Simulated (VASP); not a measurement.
# WC: single point with r2SCAN

WC:

```
W C
1.0
    -0.01462    2.18538    2.18538
     2.18538   -0.01462    2.18538
     2.18538    2.18538   -0.01462
W C
1 1
Direct
  0.00000 0.00000 0.00000
  0.50000 0.50000 0.50000
```

```
Program                : VASP 6.6.1
Task                   : single point
Functional             : r2SCAN
Potentials or basis    : VASP PAW PBE potentials, release 64 (W_sv, C_h)
Cutoff                 : 910 eV
k mesh                 : 14 × 14 × 14
Occupations            : fermi-dirac, width 0.1 eV
Spin                   : no spin polarisation
Dipole correction      : no
Further INCAR settings : ALGO = Normal; EDIFF = 1e-06; NBANDS = 16
```

```
Pressure               : -3.6 GPa
Band gap on the k mesh : zero (bands 9 and 10 overlap by 3.37 eV)
```

Stress tensor (GPa, compression positive):
```
-3.58  0.69  0.69
 0.69 -3.58  0.69
 0.69  0.69 -3.58
```

Levels at points of the mesh, in eV from the Fermi level:
```csv
k point,band 5,band 6,band 7,band 8,band 9,band 10,band 11,band 12,band 13,band 14
"(0.00, 0.00, 0.00)",-16.71,-2.89,-2.89,-2.74,-1.18,-1.18,-1.10,-1.02,-1.02,7.03
"(0.50, 0.00, 0.00)",-12.08,-10.20,-6.97,-6.85,1.01,1.14,2.49,5.38,9.12,9.19
"(0.50, 0.50, 0.00)",-14.50,-5.90,-5.88,-2.75,-2.66,0.85,2.34,2.35,5.71,7.68
"(0.50, 0.50, 0.50)",-12.01,-10.17,-7.00,-7.00,1.15,1.15,2.55,5.29,9.25,9.25
```

It took 13 min on 1 thread of Intel(R) Xeon(R) Platinum 8259CL CPU @ 2.50GHz (Skylake/Cascade Lake), on a shared host, peak memory 0.36 GiB.

Caveat: the cutoff is under 1.25 times the usual one of these potentials, so pressure, stress and relaxed cells hold a basis-set (Pulay) error; the cell stands under tension; the PAW data sets were made with another functional, which shifts forces and pressure a little; spin-orbit coupling is left out, which moves the levels of the heavy elements.
